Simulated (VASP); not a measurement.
# ZrS2 (P-3m1) in VASP: further runs, part 2 of 2

VASP 6.6.1.

**4. Single point, LDA**

This run uses another cell than the first one, of 18.98 Å³/atom, 1.024 times its volume.

The input, INCAR:

```
SYSTEM = ZrS2
PREC = Accurate
ENCUT = 500
EDIFF = 1E-6
ISMEAR = -1
SIGMA = 0.05
LREAL = .False.
LASPH = .True.
NELM = 120
ALGO = Normal
ISIF = 2
LWAVE = .False.
LCHARG = .True.
GGA = CA
LELF = .True.
LVHAR = .True.
NBANDS = 19
GGA_COMPAT = .False.
```

The input, KPOINTS:

```
Automatic mesh
0
Gamma
  5 5 3
  0 0 0
```

The input, POSCAR:

```
ZrS2
1.0
    3.5161462561      0.0000000000      0.0000000000
   -1.7580731281      3.0450719812      0.0000000000
    0.0000000000      0.0000000000      5.3172777343
Zr S
1 2
Direct
    0.0000000000      0.0000000000      0.0000000000
    0.6666666667      0.3333333333      0.7238219167
    0.3333333333      0.6666666667      0.2761780833
```

Potentials or basis: VASP PAW LDA potentials, release 64 (Zr_sv, S).

The run is started by

```sh
$ cat potpaw_LDA.64/Zr_sv/POTCAR potpaw_LDA.64/S/POTCAR > POTCAR
$ mpirun -np 1 vasp_std > vasp.out
```

OUTCAR:

```text
SYSTEM = ZrS2
   PREC = Accurate
   ENCUT = 500
   EDIFF = 1E-6
   ISMEAR = -1
   LREAL = .False.
   LASPH = .True.
   NELM = 120
   ISIF = 2
   GGA = CA

 ion  position               nearest neighbor table
   1  0.000  0.000  0.000-   2 2.51   3 2.51   2 2.51   3 2.51   2 2.51   3 2.51
   2  0.667  0.333  0.724-   1 2.51   1 2.51   1 2.51
   3  0.333  0.667  0.276-   1 2.51   1 2.51   1 2.51

  LATTYP: Found a hexagonal cell.
 ALAT       =     3.5161462561
 C/A-ratio  =     1.5122458928

  Lattice vectors:

 A1 = (   3.5161462561,   0.0000000000,   0.0000000000)
 A2 = (  -1.7580731281,   3.0450719812,   0.0000000000)
 A3 = (   0.0000000000,   0.0000000000,   5.3172777343)

Analysis of symmetry for initial positions (statically):
=====================================================================
 Subroutine PRICEL returns:
 Original cell was already a primitive cell.

 Routine SETGRP: Setting up the symmetry group for a
 hexagonal supercell.

 Subroutine GETGRP returns: Found 12 space group operations
 (whereof 12 operations were pure point group operations)
 out of a pool of 24 trial point group operations.

The static configuration has the point symmetry D_3d.

Analysis of symmetry for dynamics (positions and initial velocities):
=====================================================================
 Subroutine PRICEL returns:
 Original cell was already a primitive cell.

 Routine SETGRP: Setting up the symmetry group for a
 hexagonal supercell.

 Subroutine GETGRP returns: Found 12 space group operations
 (whereof 12 operations were pure point group operations)
 out of a pool of 24 trial point group operations.

The dynamic configuration has the point symmetry D_3d.

 Subroutine INISYM returns: Found 12 space group operations
 (whereof 12 operations are pure point group operations),
 and found     1 'primitive' translations

----------------------------------------------------------------------------------------

                                     Primitive cell

  volume of cell :      56.9317

  direct lattice vectors                    reciprocal lattice vectors
     3.516146256  0.000000000  0.000000000     0.284402277  0.164199731  0.000000000
    -1.758073128  3.045071981  0.000000000     0.000000000  0.328399462  0.000000000
     0.000000000  0.000000000  5.317277734     0.000000000  0.000000000  0.188066159

  length of vectors
     3.516146256  3.516146256  5.317277734     0.328399462  0.328399462  0.188066159

  position of ions in fractional coordinates (direct lattice)
     0.000000000  0.000000000  0.000000000
     0.666666667  0.333333333  0.723821917
     0.333333333  0.666666667  0.276178083

  ion indices of the primitive-cell ions
   primitive index   ion index
                 1           1
                 2           2
                 3           3

----------------------------------------------------------------------------------------

 KPOINTS: Automatic mesh

Automatic generation of k-mesh.
 Grid dimensions read from file:
 generate k-points for:    5    5    3

 Generating k-lattice:

  Cartesian coordinates                     Fractional coordinates (reciprocal lattice)
     0.056880455  0.032839946  0.000000000     0.200000000 -0.000000000  0.000000000
     0.000000000  0.065679892  0.000000000     0.000000000  0.200000000  0.000000000
     0.000000000  0.000000000  0.062688720     0.000000000  0.000000000  0.333333333

  Length of vectors
     0.065679892  0.065679892  0.062688720

  Shift w.r.t. Gamma in fractional coordinates (k-lattice)
     0.000000000  0.000000000  0.000000000

 Subroutine IBZKPT returns following result:
 ===========================================

 Found     12 irreducible k-points:

 Following reciprocal coordinates:
            Coordinates               Weight
  0.000000  0.000000  0.000000      1.000000
  0.200000 -0.000000  0.000000      6.000000
  0.400000 -0.000000  0.000000      6.000000
  0.200000  0.200000  0.000000      6.000000
  0.400000  0.200000  0.000000      6.000000
  0.000000  0.000000  0.333333      2.000000
  0.200000 -0.000000  0.333333      6.000000
  0.000000  0.200000  0.333333      6.000000
  0.400000 -0.000000  0.333333      6.000000
  0.000000  0.400000  0.333333      6.000000
  0.200000  0.200000  0.333333     12.000000
  0.400000  0.200000  0.333333     12.000000
   k-points           NKPTS =     12   k-points in BZ     NKDIM =     12   number of bands    NBANDS=     19
   number of dos      NEDOS =    301   number of ions     NIONS =      3
   total plane-waves  NPLWV =  31360
   dimension x,y,z NGX =    28 NGY =   28 NGZ =   40
   dimension x,y,z NGXF=    56 NGYF=   56 NGZF=   80
   ions per type =               1   2
   NGX,Y,Z   is equivalent  to a cutoff of  13.24, 13.24, 12.51 a.u.
   NGXF,Y,Z  is equivalent  to a cutoff of  26.48, 26.48, 25.01 a.u.
 SYSTEM =  ZrS2
   PREC   = accura    normal or accurate (medium, high low for compatibility)
   ISTART =      0    job   : 0-new  1-cont  2-samecut
   ICHARG =      2    charge: 1-file 2-atom 10-const
   ISPIN  =      1    spin polarized calculation?
   LNONCOLLINEAR =      F non collinear calculations
   LSORBIT =      F    spin-orbit coupling
   LASPH  =      T    aspherical Exc in radial PAW
   ENCUT  =  500.0 eV  36.75 Ry    6.06 a.u.   6.41  6.41  9.69*2*pi/ulx,y,z
   NELM   =    120;   NELMIN=  2; NELMDL= -5     # of ELM steps
   EDIFF  = 0.1E-05   stopping-criterion for ELM
   LREAL  =      F    real-space projection
   EDIFFG = 0.1E-04   stopping-criterion for IOM
   NSW    =      0    number of steps for IOM
   IBRION =     -1    ionic relax: 0-MD 1-quasi-New 2-CG
   NFREE  =      0    steps in history (QN), initial steepest desc. (CG)
   ISIF   =      2    stress and relaxation
   ISYM   =      2    0-nonsym 1-usesym 2-fastsym
   POTIM  = 0.5000    time-step for ionic-motion
   TEBEG  =    0.0;   TEEND  =   0.0 temperature during run
   PSTRESS=    0.0 pullay stress
   NELECT =      24.0000    total number of electrons
   NUPDOWN=      -1.0000    fix difference up-down
   EMIN   =  10.00;   EMAX   =-10.00  energy-range for DOS
   EFERMI =   0.00;   METHOD = LEGACY
   ISMEAR =    -1;   SIGMA  =   0.05  broadening in eV -4-tet -1-fermi 0-gaus
   EFERMI_NEDOS =   21; number of points for ismear=-14 and -15
   IALGO  =     38    algorithm
   IMIX   =      4    mixing-type and parameters
     AMIX     =   0.40;   BMIX     =  1.00
     AMIX_MAG =   1.60;   BMIX_MAG =  1.00
  volume/ion in A,a.u.               =      18.98       128.06
  Fermi-wavevector in a.u.,A,eV,Ry     =   1.227516  2.319670 20.501211  1.506796
  Thomas-Fermi vector in A             =   2.362477
   LORBIT       =      0    0 simple, 1 ext, 2 COOP (PROOUT), +10 PAW based schemes
   GGA     = CA    functional components
   LHFCALC =     F    Hartree Fock is set to
   AEXX    =    0.0000 exact exchange contribution
   IVDW    =     0    specifies the selected vdW correction
   LEPSILON=     F    determine dielectric tensor
   LRPA    =     F    only Hartree local field effects (RPA)
 non-spin polarized calculation
  energy-cutoff  :      500.00
  volume of cell :       56.93
 maximum number of plane-waves:      1459
 NGX is ok and might be reduce to    28
   NGX = 13   NGY = 13   NGZ = 19

 number of electron      24.0000000 magnetization

 Free energy of the ion-electron system (eV)
  ---------------------------------------------------
  ext. energy  EPLUGINS =         0.00000000
  ---------------------------------------------------
  free energy    TOTEN  =       -23.25443730 eV

  energy without entropy =      -23.25027987  energy(sigma->0) =      -23.25235859

 E-fermi :   7.1553     XC(G=0): -10.8720

 val. band max:        6.7097390526   @ k =   0.0000   0.0000   0.0000
 cond. band min:       7.2476140845   @ k =   0.0000   0.4000   0.3333
 fundamental gap:      0.5378750319
 Fermi energy:         7.1553436345

 k-point     1 :       0.0000    0.0000    0.0000
  band No.  band energies     occupation
      1     -41.7462      2.00000
      2     -20.0662      2.00000
      3     -19.8260      2.00000
      4     -19.8260      2.00000
      5      -6.8271      2.00000
      6      -4.4701      2.00000
[... 11 lines left out ...]
     18      11.9523      0.00000
     19      13.1743      0.00000
[... 225 lines left out ...]
      3     -20.0126      2.00000
      4     -19.9595      2.00000
      5      -5.2801      2.00000
      6      -4.7437      2.00000
[... 11 lines left out ...]
     18      14.1820      0.00000
     19      15.4684      0.00000

------------------------ aborting loop because EDIFF is reached ----------------------------------------

  FORCE on cell =-STRESS in cart. coord.  units (eV):
  Direction    XX          YY          ZZ          XY          YZ          ZX
  --------------------------------------------------------------------------------------
  -------------------------------------------------------------------------------------
  Total        2.1560758      2.1560758      2.1668345     -0.0000000      0.0000000      0.0000000
  in kB       60.6765331     60.6765331     60.9793081     -0.0000000      0.0000000      0.0000000
  external PRESSURE =      60.7774581 kB  Pullay stress =       0.0000000 kB

 VOLUME and BASIS-vectors are now :
 -----------------------------------------------------------------------------
  energy-cutoff  :      500.00
  volume of cell :       56.93
      direct lattice vectors                 reciprocal lattice vectors
     3.516146256  0.000000000  0.000000000     0.284402277  0.164199731  0.000000000
    -1.758073128  3.045071981  0.000000000     0.000000000  0.328399462  0.000000000
     0.000000000  0.000000000  5.317277734     0.000000000  0.000000000  0.188066159

 POSITION                                       TOTAL-FORCE (eV/Angst)
 -----------------------------------------------------------------------------------
      0.00000      0.00000      0.00000        -0.000000      0.000000     -0.000000
      1.75807      1.01502      3.84876         0.000000     -0.000000     -0.015529
     -0.00000      2.03005      1.46852         0.000000      0.000000      0.015529
 -----------------------------------------------------------------------------------
    total drift:                                0.000000     -0.000000     -0.000000

  FREE ENERGIE OF THE ION-ELECTRON SYSTEM (eV)
  ---------------------------------------------------
  free  energy   TOTEN  =       -23.2544373050 eV

  energy  without entropy=      -23.2502798678  energy(sigma->0) =      -23.25235859
```

OSZICAR:

```text
N       E                     dE             d eps       ncg     rms          rms(c)
DAV:   1     0.158093364706E+03    0.15809E+03   -0.11975E+04   456   0.116E+03
DAV:   2    -0.159135749235E+02   -0.17401E+03   -0.16928E+03   602   0.281E+02
DAV:   3    -0.247263824543E+02   -0.88128E+01   -0.87742E+01   680   0.573E+01
DAV:   4    -0.250036031969E+02   -0.27722E+00   -0.27681E+00   634   0.918E+00
DAV:   5    -0.250104537117E+02   -0.68505E-02   -0.68492E-02   676   0.133E+00    0.193E+01
DAV:   6    -0.233578690317E+02    0.16526E+01   -0.53890E+00   507   0.129E+01    0.920E+00
DAV:   7    -0.232589363662E+02    0.98933E-01   -0.57182E-01   531   0.413E+00    0.410E+00
DAV:   8    -0.232570394574E+02    0.18969E-02   -0.97017E-02   589   0.173E+00    0.993E-01
DAV:   9    -0.232544363729E+02    0.26031E-02   -0.10951E-02   516   0.746E-01    0.423E-01
DAV:  10    -0.232544593133E+02   -0.22940E-04   -0.15247E-03   530   0.271E-01    0.189E-01
DAV:  11    -0.232544365437E+02    0.22770E-04   -0.61433E-05   543   0.574E-02    0.466E-02
DAV:  12    -0.232544374571E+02   -0.91340E-06   -0.13883E-05   668   0.315E-02    0.936E-03
DAV:  13    -0.232544373050E+02    0.15211E-06   -0.78124E-07   323   0.775E-03
   1 F= -.23254437E+02 E0= -.23252359E+02  d E =-.415744E-02
```

Run time: 14 s. Hardware: 1 thread of Intel Xeon 6975P-C (Granite Rapids), shared host; peak memory 0.15 GiB.

Results:

| Item | Value |
| --- | --- |
| Free energy | -23.2544 eV |
| Pressure | 6.1 GPa |
| Largest force | 0.016 eV/Å |
| Band gap on the k mesh | zero (filled and empty bands overlap) |

Forces in eV/Å, atoms in the order of the input:
```
Zr   0.000  0.000  0.000
S    0.000  0.000 -0.016
S    0.000  0.000  0.016
```

Levels at points of the mesh, in eV from the Fermi level:
| k point | band 10 | band 11 | band 12 | band 13 | band 14 | band 15 |
| --- | --- | --- | --- | --- | --- | --- |
| (0.00, 0.00, 0.00) | -0.45 | -0.45 | 0.10 | 1.05 | 1.05 | 1.57 |

Caveat: the k points lie up to 0.41 Å⁻¹ apart.

**5. Single point, LDA**

This run uses another cell than the first one, of 20.23 Å³/atom, 1.092 times its volume.

The input, INCAR:

```
SYSTEM = ZrS2
PREC     = Accurate       ! precision mode
ENCUT    = 500            ! plane-wave cutoff, eV
EDIFF    = 1E-6           ! SCF threshold, eV
ISMEAR   = -1             ! smearing method
SIGMA    = 0.05           ! smearing width, eV
LREAL    = .False.        ! projectors in reciprocal space
LASPH    = .True.         ! aspherical terms in the spheres
NELM     = 120            ! most SCF steps
ALGO     = Normal         ! electronic algorithm
ISIF     = 2              ! what is computed and relaxed
LWAVE    = .False.        ! write WAVECAR
LCHARG   = .False.        ! write CHGCAR
NBANDS   = 19             ! bands
GGA_COMPAT= .False.
```

The input, KPOINTS:

```
regular mesh
0
Gamma
  5 5 3
  0 0 0
```

The input, POSCAR:

```
ZrS2
1.0
    3.5742413736      0.0000000000      0.0000000000
   -1.7871206868      3.0953838288      0.0000000000
    0.0000000000      0.0000000000      5.4861796152
Zr S
1 2
Direct
    0.0000000000      0.0000000000      0.0000000000
    0.6666666667      0.3333333333      0.7352658506
    0.3333333333      0.6666666667      0.2647341494
```

The run is started by

```sh
$ cat potpaw_LDA.64/Zr_sv/POTCAR potpaw_LDA.64/S/POTCAR > POTCAR
$ mpirun -np 1 vasp_std > vasp.out
```

Wall time 12 s (1 thread of Intel Xeon 6975P-C (Granite Rapids), shared host); peak memory 0.15 GiB.

Results (log left out):

| Item | Value |
| --- | --- |
| Free energy | -23.3464 eV |
| Pressure | 2.1 GPa |
| Largest force | 0.022 eV/Å |
| Band gap on the k mesh | 0.34 eV, indirect (least direct gap 1.11 eV) |

Forces in eV/Å, atoms in the order of the input:
```
Zr   0.000  0.000  0.000
S    0.000  0.000 -0.022
S    0.000  0.000  0.022
```

Levels at points of the mesh, in eV from the valence-band top:
| k point | band 8 | band 9 | band 10 | band 11 | band 12 | band 13 | band 14 | band 15 | band 16 | band 17 |
| --- | --- | --- | --- | --- | --- | --- | --- | --- | --- | --- |
| (0.00, 0.00, 0.00) | -3.33 | -3.33 | -0.40 | -0.40 | 0.00 | 1.11 | 1.11 | 1.77 | 4.36 | 4.36 |

A k mesh can miss the band edges.

**6. Single point, LDA**

This run uses another cell than the first one, of 21.20 Å³/atom, 1.144 times its volume.

The input, INCAR:

```
SYSTEM = ZrS2
ALGO = Normal ; EDIFF = 1E-6
ENCUT = 500 ; GGA_COMPAT = .FALSE.
ISIF = 2 ; ISMEAR = -1
LASPH = .TRUE. ; LCHARG = .FALSE.
LREAL = .FALSE. ; LWAVE = .FALSE.
NBANDS = 19 ; NELM = 120
PREC = Accurate ; SIGMA = 0.05
```

The input, KPOINTS:

```
k-points
0
G
  5 5 3
  0 0 0
```

The input, POSCAR:

```
ZrS2
1.0
    3.6065983808      0.0000000000      0.0000000000
   -1.8032991904      3.1234058190      0.0000000000
    0.0000000000      0.0000000000      5.6454176281
Zr S
1 2
Direct
    0.0000000000      0.0000000000      0.0000000000
    0.6666666667      0.3333333333      0.7442053545
    0.3333333333      0.6666666667      0.2557946455
```

Potentials or basis: VASP PAW LDA potentials, release 64 (Zr_sv, S).

The run is started by

```sh
$ cat potpaw_LDA.64/Zr_sv/POTCAR potpaw_LDA.64/S/POTCAR > POTCAR
$ mpirun -np 1 vasp_std > vasp.out
```

Wall time 14 s (1 thread of Intel Xeon 6975P-C (Granite Rapids), shared host); peak memory 0.15 GiB.

Results (log left out):

* Free energy: -23.3635 eV
* Pressure: 0.1 GPa
* Largest force: 0.021 eV/Å
* Band gap on the k mesh: 0.59 eV, indirect (least direct gap 1.26 eV)

Forces on the atoms (eV/Å):
```
Zr   0.000  0.000  0.000
S    0.000  0.000 -0.021
S    0.000  0.000  0.021
```

Levels at points of the mesh, in eV from the valence-band top:
```
           k point  band 10  band 11  band 12  band 13  band 14  band 15
(0.00, 0.00, 0.00)    -0.26    -0.26     0.00     1.26     1.26     1.99
```

A k mesh can miss the band edges. As with any semilocal functional, this LDA gap is likely too small.

**7. The runs side by side**

| cell | gap on the mesh (eV) | pressure (GPa) | largest force (eV/Å) |
| --- | --- | --- | --- |
| a = 3.491, b = 3.491, c = 5.267 Å, angles 90.0, 90.0, 120.0°, 3 atoms | none | 8.1 | 0.02 |
| a = 3.545, b = 3.545, c = 5.387 Å, angles 90.0, 90.0, 120.0°, 3 atoms | 0.15 | 4.1 | 0.02 |
| a = 3.516, b = 3.516, c = 5.317 Å, angles 90.0, 90.0, 120.0°, 3 atoms | none | 6.1 | 0.02 |
| a = 3.574, b = 3.574, c = 5.486 Å, angles 90.0, 90.0, 120.0°, 3 atoms | 0.34 | 2.1 | 0.02 |
| a = 3.607, b = 3.607, c = 5.645 Å, angles 90.0, 90.0, 120.0°, 3 atoms | 0.59 | 0.1 | 0.02 |

Alike in all rows: task single point; level LDA; potentials or basis VASP PAW LDA potentials, release 64 (Zr_sv, S); no spin polarisation; k mesh 5 × 5 × 3; cutoff (eV) 500; smearing fermi-dirac 0.05 eV.

Caveats: some runs use coarse meshes.

Total energies depend on the potentials used, so only differences within one code and one set of settings carry meaning.
